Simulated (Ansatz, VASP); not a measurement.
## BeGa3 in VASP and in Ansatz

File INCAR:

```
SYSTEM = BeGa3
PREC = Accurate
ENCUT = 520
EDIFF = 1E-6
ISMEAR = -1
SIGMA = 0.05
LREAL = .False.
LASPH = .True.
NELM = 60
ALGO = Normal
ISIF = 2
LWAVE = .False.
LCHARG = .True.
GGA = PE
LELF = .True.
LVHAR = .True.
NBANDS = 28
```

File KPOINTS:

```
regular mesh
0
Gamma
  7 7 7
  0 0 0
```

Contents of POSCAR:

```
BeGa3
1.0
   -2.0436200000      2.0436200000      3.7906850000
    2.0436200000     -2.0436200000      3.7906850000
    2.0436200000      2.0436200000     -3.7906850000
Be Ga
1 3
Direct
    0.0000000000      0.0000000000      0.0000000000
    0.7500000000      0.2500000000      0.5000000000
    0.2500000000      0.7500000000      0.5000000000
    0.5000000000      0.5000000000      0.0000000000
```

Input for Ansatz:

```yaml
crystal:
  lattice:
    - [-2.04362, 2.04362, 3.790685]
    - [2.04362, -2.04362, 3.790685]
    - [2.04362, 2.04362, -3.790685]
  atoms:
    - { symbol: Be, position: [0.0, 0.0, 0.0] }
    - { symbol: Ga, position: [0.7499999999999999, 0.25000000000000006, 0.49999999999999994] }
    - { symbol: Ga, position: [0.25, 0.75, 0.5] }
    - { symbol: Ga, position: [0.5, 0.5, 0.0] }
kpoints:
  mp_grid:
    grid: [7, 7, 7]
hamiltonian:
  xc: pbe
  pseudopotentials:
    kind: all_electron
    lapw: {}
scf:
  occupations:
    method: fermi_dirac
    width: 0.05
output:
  forces: true
  stress: true
  eigenvalues: true
```

Alike in both runs: task single point; functional PBE; k mesh 7 × 7 × 7; occupations fermi-dirac, width 0.05 eV; no spin polarisation.

|  | VASP | Ansatz |
| --- | --- | --- |
| version | VASP 6.6.1 | Ansatz 0.2.0 |
| potentials or method | VASP PAW PBE potentials, release 64 (Be, Ga_d), cutoff 520 eV | all-electron (LAPW or listed datasets) |

```tsv
	VASP	Ansatz	Ansatz less VASP
gap on the k mesh at the Fermi level (eV)	none	none	-
pressure (GPa)	-0.1	-0.1	-0.01
traceless stress, the component that is largest in VASP (GPa)	3.42	3.42	+0.005
```

A gap of «none» marks a metal or a gap that the smearing closes. Ansatz ran all-electron here, and VASP with PAW potentials.
